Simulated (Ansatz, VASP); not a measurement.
Two plane-wave programs on SnSe2

```xyz
3
Lattice="3.8159 0.0000 0.0000 -1.9079 3.3046 0.0000 0.0000 0.0000 6.1213" Properties=species:S:1:pos:R:3 pbc="T T T"
Sn    0.0000    0.0000    0.0000
Se    0.0000    2.2031    1.5869
Se    1.9079    1.1015    4.5345
```

Alike in both runs: task single point; functional PBEsol; k mesh 6 × 6 × 4; occupations gaussian, width 0.05 eV; non-collinear spin, spin-orbit coupling.

|  | VASP | Ansatz |
| --- | --- | --- |
| version | VASP 6.6.1 | Ansatz 0.2.0 |
| potentials or method | VASP PAW PBE potentials, release 64 (Sn_d, Se), cutoff 520 eV | plane waves, PAW |
| valence electrons in the cell | 26 | 46 |

```tsv
	VASP	Ansatz	Ansatz less VASP
pressure (GPa)	0.3	0.2	-0.13
traceless stress, the component that is largest in VASP (GPa)	-0.14	-0.15	-0.006
rms of the force components (eV/Å)	0.006	0.005	-0.0016
```

VASP's potentials were made for PBE, not for PBEsol. Atom by atom the forces differ by 0.011 eV/Å (rms over components). VASP's potentials hold 26 valence electrons a cell and Ansatz's 46, so a difference there can come from the potentials and not from the codes.
